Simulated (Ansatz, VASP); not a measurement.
Al: VASP beside Ansatz

The input INCAR:

```
SYSTEM = Al
ALGO = Fast
EDIFF = 1E-7
EDIFFG = -0.01
ENCUT = 600
GGA = PE
IBRION = 2
ISIF = 3
ISMEAR = 0
LASPH = .True.
LCHARG = .False.
LREAL = .False.
LWAVE = .False.
NELM = 100
NSW = 100
PREC = Accurate
SIGMA = 0.1
```

File KPOINTS:

```
k-points
0
Gamma
  20 20 20
  0 0 0
```

File POSCAR:

```
Al
1.0
    2.6808834740      0.0000000000      0.0000000000
    0.0000000000      2.6808834740      0.0000000000
    0.0000000000      0.0000000000      2.8052948277
Al
1
Direct
    0.5000000000      0.5000000000      0.0000000000
```

Input for Ansatz:

```yaml
crystal:
  lattice:
    - [2.680883474, 0.0, 0.0]
    - [0.0, 2.680883474, 0.0]
    - [0.0, 0.0, 2.8052948277]
  atoms:
    - { symbol: Al, position: [0.5, 0.5, 0.0] }
basis:
  ecutwfc: 420
kpoints:
  mp_grid: { grid: [20, 20, 20] }
hamiltonian:
  xc: pbe
scf:
  occupations: { method: gaussian, width: 0.1 }
output:
  forces: true
  stress: true
  eigenvalues: true
relax:
  adjacent_minimum: "off"
  f_tol: 0.01
  max_steps: 80
  cell: { stress_tol: 0.05 }
```

Alike in both runs: task relaxation of cell and atoms; functional PBE; k mesh 20 × 20 × 20; occupations gaussian, width 0.1 eV; no spin polarisation.

|  | VASP | Ansatz |
| --- | --- | --- |
| version | VASP 6.6.1 | Ansatz 0.2.0 |
| potentials or method | VASP PAW PBE potentials, release 64 (Al), cutoff 600 eV | scalar-relativistic, plane waves, PAW |
| valence electrons in the cell | 3 | 3 |

```csv
,VASP,Ansatz,Ansatz less VASP
"gap on the k mesh at the Fermi level, each at its own relaxed structure (eV)",none,none,-
relaxed volume (Å³/atom),20.16,20.16,+0.004
relaxed cell length with the largest relative difference (Å),2.722,2.722,+0.0005
```

A gap of «none» marks a metal or a gap that the smearing closes.
